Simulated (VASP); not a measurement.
# SnS2 (P-3m1) in VASP: G0W0 quasiparticle levels with PBEsol

Aim: the G0W0 quasiparticle levels of SnS2 with PBEsol.

Program: VASP 6.6.1. These are calculated values, not measurements. Logs are shortened: lines on timing, memory, paths and dates and some standing lists are left out, and cuts for length are marked.

### 1 The cell of the first run

The structure is trigonal, space group P-3m1 (No. 164). The conventional cell has a = 3.639 Å, b = 3.639 Å, c = 5.868 Å, α = 90.00°, β = 90.00°, γ = 120.00°. Sn (site symmetry -3m) has 6 S at 2.56 Å within 3.4 Å. Within 3.4 Å of S (site symmetry 3m) lie 3 Sn at 2.56 Å.

### 2 G0W0 quasiparticle levels, PBEsol

File POSCAR:

```
SnS2
1.0
    3.6390000000      0.0000000000      0.0000000000
   -1.8195000000      3.1514664440      0.0000000000
    0.0000000000      0.0000000000      5.8680000000
Sn S
1 2
Direct
    0.0000000000      0.0000000000      0.0000000000
    0.3333333333      0.6666666667      0.2500000000
    0.6666666667      0.3333333333      0.7500000000
```

File INCAR.step1:

```
ALGO     = Normal         # electronic algorithm
EDIFF    = 1E-8           # SCF threshold, eV
ENCUT    = 500            # plane-wave cutoff, eV
GGA      = PS             # functional
ISMEAR   = 0              # smearing method
LASPH    = True           # aspherical terms in the spheres
LCHARG   = False          # write CHGCAR
LREAL    = False          # projectors in reciprocal space
LWAVE    = True           # write WAVECAR
NELM     = 100            # most SCF steps
PREC     = Accurate       # precision mode
SIGMA    = 0.01           # smearing width, eV
```

File INCAR.step2:

```
ALGO     = Exact          # electronic algorithm
EDIFF    = 1E-8           # SCF threshold, eV
ENCUT    = 500            # plane-wave cutoff, eV
GGA      = PS             # functional
ISMEAR   = 0              # smearing method
ISTART   = 1            
LASPH    = True           # aspherical terms in the spheres
LCHARG   = False          # write CHGCAR
LOPTICS  = True           # frequency-dependent dielectric function
LREAL    = False          # projectors in reciprocal space
LWAVE    = True           # write WAVECAR
NBANDS   = 69             # bands
NELM     = 1              # most SCF steps
PREC     = Accurate       # precision mode
SIGMA    = 0.01           # smearing width, eV
```

File INCAR.step3:

```
ALGO     = EVGW0          # electronic algorithm
EDIFF    = 1E-8           # SCF threshold, eV
ENCUT    = 500            # plane-wave cutoff, eV
ENCUTGW  = 80.0           # cutoff of the response function
GGA      = PS             # functional
ISMEAR   = 0              # smearing method
ISTART   = 1            
LASPH    = True           # aspherical terms in the spheres
LCHARG   = False          # write CHGCAR
LREAL    = False          # projectors in reciprocal space
LWAVE    = False          # write WAVECAR
NBANDS   = 69             # bands
NBANDSGW = 21           
NELMGW   = 1            
NOMEGA   = 48             # frequency points
PREC     = Accurate       # precision mode
PRECFOCK = Fast         
SIGMA    = 0.01           # smearing width, eV
```

File KPOINTS:

```
k-points
0
Gamma
  4 4 2
```

Potentials or basis: VASP PAW PBE potentials, release 64 (Sn_d_GW, S_GW).

The run is started by

```console
> cat potpaw_PBE.64/Sn_d_GW/POTCAR potpaw_PBE.64/S_GW/POTCAR > POTCAR
> cp INCAR.step1 INCAR
> mpirun -np 1 vasp_std > vasp.out
> cp INCAR.step2 INCAR
> mpirun -np 1 vasp_std > vasp.out
> cp INCAR.step3 INCAR
> mpirun -np 1 vasp_std > vasp.out
```

OUTCAR:

```text
EDIFF = 1E-8
   ENCUT = 500
   ENCUTGW = 80.0
   GGA = PS
   ISMEAR = 0
   ISTART = 1
   LASPH = True
   LREAL = False
   NELMGW = 1
   PREC = Accurate
   PRECFOCK = Fast

 ion  position               nearest neighbor table
   1  0.000  0.000  0.000-   2 2.56   3 2.56   2 2.56   3 2.56   3 2.56   2 2.56
   2  0.333  0.667  0.250-   1 2.56   1 2.56   1 2.56
   3  0.667  0.333  0.750-   1 2.56   1 2.56   1 2.56

  LATTYP: Found a hexagonal cell.
 ALAT       =     3.6390000000
 C/A-ratio  =     1.6125309151

  Lattice vectors:

 A1 = (   3.6390000000,   0.0000000000,   0.0000000000)
 A2 = (  -1.8195000000,   3.1514664440,   0.0000000000)
 A3 = (   0.0000000000,   0.0000000000,   5.8680000000)

Analysis of symmetry for initial positions (statically):
=====================================================================
 Subroutine PRICEL returns:
 Original cell was already a primitive cell.

 Routine SETGRP: Setting up the symmetry group for a
 hexagonal supercell.

 Subroutine GETGRP returns: Found 12 space group operations
 (whereof 12 operations were pure point group operations)
 out of a pool of 24 trial point group operations.

The static configuration has the point symmetry D_3d.

Analysis of symmetry for dynamics (positions and initial velocities):
=====================================================================
 Subroutine PRICEL returns:
 Original cell was already a primitive cell.

 Routine SETGRP: Setting up the symmetry group for a
 hexagonal supercell.

 Subroutine GETGRP returns: Found 12 space group operations
 (whereof 12 operations were pure point group operations)
 out of a pool of 24 trial point group operations.

The dynamic configuration has the point symmetry D_3d.

 Subroutine INISYM returns: Found 12 space group operations
 (whereof 12 operations are pure point group operations),
 and found     1 'primitive' translations

----------------------------------------------------------------------------------------

                                     Primitive cell

  volume of cell :      67.2953

  direct lattice vectors                    reciprocal lattice vectors
     3.639000000  0.000000000  0.000000000     0.274800769  0.158656298  0.000000000
    -1.819500000  3.151466444  0.000000000     0.000000000  0.317312596  0.000000000
     0.000000000  0.000000000  5.868000000     0.000000000  0.000000000  0.170415815

  length of vectors
[... 37 lines left out ...]
 Found      8 irreducible k-points:

 Following reciprocal coordinates:
            Coordinates               Weight
  0.000000  0.000000  0.000000      1.000000
  0.250000  0.000000  0.000000      6.000000
  0.500000  0.000000  0.000000      3.000000
  0.250000  0.250000  0.000000      6.000000
  0.000000  0.000000  0.500000      1.000000
  0.250000  0.000000  0.500000      6.000000
  0.500000  0.000000  0.500000      3.000000
  0.250000  0.250000  0.500000      6.000000
   k-points           NKPTS =      8   k-points in BZ     NKDIM =     32   number of bands    NBANDS=     69
   number of dos      NEDOS =    301   number of ions     NIONS =      3
   total plane-waves  NPLWV =  37632
   dimension x,y,z NGX =    28 NGY =   28 NGZ =   48
   dimension x,y,z NGXF=    56 NGYF=   56 NGZF=   96
   ions per type =               1   2
   NGX,Y,Z   is equivalent  to a cutoff of  12.79, 12.79, 13.60 a.u.
   NGXF,Y,Z  is equivalent  to a cutoff of  25.58, 25.58, 27.20 a.u.
 SYSTEM =  unknown system
   PREC   = accura    normal or accurate (medium, high low for compatibility)
   ISTART =      1    job   : 0-new  1-cont  2-samecut
   ICHARG =      0    charge: 1-file 2-atom 10-const
   ISPIN  =      1    spin polarized calculation?
   LNONCOLLINEAR =      F non collinear calculations
   LSORBIT =      F    spin-orbit coupling
   LASPH  =      T    aspherical Exc in radial PAW
   ENCUT  =  500.0 eV  36.75 Ry    6.06 a.u.   6.63  6.63 10.70*2*pi/ulx,y,z
   NELM   =     60;   NELMIN=  2; NELMDL=  0     # of ELM steps
   EDIFF  = 0.1E-07   stopping-criterion for ELM
   LREAL  =      F    real-space projection
   EDIFFG = 0.1E-06   stopping-criterion for IOM
   NSW    =      0    number of steps for IOM
   IBRION =     -1    ionic relax: 0-MD 1-quasi-New 2-CG
   NFREE  =      0    steps in history (QN), initial steepest desc. (CG)
   ISIF   =      0    stress and relaxation
   ISYM   =      3    0-nonsym 1-usesym 2-fastsym
   POTIM  = 0.5000    time-step for ionic-motion
   TEBEG  =    0.0;   TEEND  =   0.0 temperature during run
   PSTRESS=    0.0 pullay stress
   NELECT =      26.0000    total number of electrons
   NUPDOWN=      -1.0000    fix difference up-down
   EMIN   =  10.00;   EMAX   =-10.00  energy-range for DOS
   EFERMI =   0.00;   METHOD = LEGACY
   ISMEAR =     0;   SIGMA  =   0.01  broadening in eV -4-tet -1-fermi 0-gaus
   EFERMI_NEDOS =   21; number of points for ismear=-14 and -15
   IALGO  =     38    algorithm
   IMIX   =      4    mixing-type and parameters
     AMIX     =   0.40;   BMIX     =  1.00
     AMIX_MAG =   1.60;   BMIX_MAG =  1.00
  volume/ion in A,a.u.               =      22.43       151.38
  Fermi-wavevector in a.u.,A,eV,Ry     =   1.192352  2.253218 19.343434  1.421702
  Thomas-Fermi vector in A             =   2.328392
   LORBIT       =      0    0 simple, 1 ext, 2 COOP (PROOUT), +10 PAW based schemes
   GGA     = PS    functional components
   LHFCALC =     T    Hartree Fock is set to
   PRECFOCK=fast      Normal, Fast or Accurate (Low or Medium for compatibility)
   ENCUT4O =  -1.0   cutoff for four orbital integrals eV
   NKREDX  =     1    reduce k-point grid by
   NKREDY  =     1    reduce k-point grid by
   NKREDZ  =     1    reduce k-point grid by
   AEXX    =    1.0000 exact exchange contribution
   HFSCREEN=    0.0000 screening length (either q_TF or 0.3 A-1)
   HFSCREENC=   0.0000 screening length for correlation (either q_TF or 0.3 A-1)
   ENCUTFOCK=  -1.0 apply spherical cutoff to Coloumb kernel
   IVDW    =     0    specifies the selected vdW correction
   LEPSILON=     F    determine dielectric tensor
   LRPA    =     F    only Hartree local field effects (RPA)
   LRPAFORCE           =     F    calculate RPA forces
   ENCUTGW             =  80.0    cutoff for response function in eV
   ENCUTGWSOFT         =  64.0    soft cutoff for Coulomb kernel in GW response function in eV
   ENCUTLF             =  -1.0    cutoff for local field effects
   NELMGW              =     1    number of iterations in solving QP/BSE equation
   NELMHF              =     1    number of iterations in the inner HF iteration
   NKREDLFX            =     1    NKREDLFY  =   1   NKREDLFZ  =   1
 non-spin polarized calculation
 Gauss-broadening in eV      SIGMA  =   0.01
  energy-cutoff  :      500.00
  volume of cell :       67.30
 maximum number of plane-waves:      1737
 NGX is ok and might be reduce to    28
  NGX = 16; NGY = 16; NGZ = 28
   NGX = 13   NGY = 13   NGZ = 21
 maximum number of plane-waves:       116
 NGX is ok and might be reduce to    14

 QP shifts <psi_nk| G(iteration)W_0 |psi_nk>: iteration 1
 for sc-GW calculations column KS-energies equals QP-energies in previous step
 and V_xc(KS)=  KS-energies - (<T + V_ion + V_H > + <T+V_H+V_ion>^1  + <V_x>^1)

 k-point   1 :       0.0000    0.0000    0.0000
  band No.  KS-energies  QP-energies   sigma(KS)   V_xc(KS)     V^pw_x(r,r')   Z            occupation Imag(sigma)

      1     -17.1081     -19.5366     -20.7484     -17.4373     -27.1360       0.7335       2.0000       0.3365
      2     -17.1081     -19.5366     -20.7484     -17.4373     -27.1360       0.7335       2.0000       0.3365
      3     -17.0663     -19.4373     -20.6715     -17.4023     -26.9866       0.7253       2.0000       0.2456
      4     -17.0355     -19.4369     -20.7323     -17.4557     -27.0577       0.7329       2.0000       0.2596
      5     -17.0355     -19.4369     -20.7323     -17.4557     -27.0577       0.7329       2.0000       0.2596
      6     -10.1053     -10.0423     -12.5501     -12.6459     -20.7448       0.6565       2.0000       1.5711
[... 188 lines left out ...]
     20      12.8661      13.4850      -8.6046      -9.4025      -4.1036       0.7756       0.0000      -0.2286
     21      13.4799      14.2533      -9.2792     -10.2860      -4.6615       0.7682       0.0000      -0.2654
```

OUTCAR.step1:

```text
EDIFF = 1E-8
   ENCUT = 500
   GGA = PS
   ISMEAR = 0
[... 368 lines left out ...]
      0.00000      0.00000      0.00000        -0.000000      0.000000     -0.000000
     -0.00000      2.10098      1.46700         0.000000      0.000000      0.066748
      1.81950      1.05049      4.40100        -0.000000     -0.000000     -0.066748
 -----------------------------------------------------------------------------------
    total drift:                               -0.000000     -0.000000     -0.000000

  FREE ENERGIE OF THE ION-ELECTRON SYSTEM (eV)
  ---------------------------------------------------
  free  energy   TOTEN  =       -14.1935661387 eV

  energy  without entropy=      -14.1935661387  energy(sigma->0) =      -14.19356614
```

OUTCAR.step2:

```text
EDIFF = 1E-8
   ENCUT = 500
   GGA = PS
   ISMEAR = 0
[... 766 lines left out ...]
  --------------------------------------------------------------------------------------------------------------
     0.00000    11.72100    11.72100     8.77130    -0.00000     0.00000    -0.00000
     0.78848    12.16514    12.16514     9.23133    -0.00000     0.00000    -0.00000
     1.57695    13.97022    13.97022    12.54911    -0.00000     0.00000    -0.00000
     2.36543    22.72062    22.72062     6.45158    -0.00000     0.00000    -0.00000
     3.15390    12.43030    12.43030    11.31493    -0.00000     0.00000    -0.00000
     3.94238     8.47337     8.47337     9.05728     0.00000    -0.00000    -0.00000
[... 92 lines left out ...]
    77.27059     0.88680     0.88680     0.89220     0.00000     0.00000     0.00000
    78.05906     0.89023     0.89023     0.89548     0.00000     0.00000     0.00000
```

It took 3 min on 1 thread of AMD EPYC 9R45 (Zen 5), shared host; peak memory 0.78 GiB.

Results:

```
Quasiparticle gap                                   : 2.28 eV
Least direct quasiparticle gap                      : 2.78 eV
Band gap of the starting levels on the mesh         : 1.41 eV
Least direct gap of the starting levels on the mesh : 1.86 eV
```

Caveat: the k points lie up to 0.54 Å⁻¹ apart; bands, screening cutoff and mesh are small and nothing is extrapolated, so the quasiparticle values aren't converged; spin-orbit coupling is left out, which moves the levels of the heavy elements.
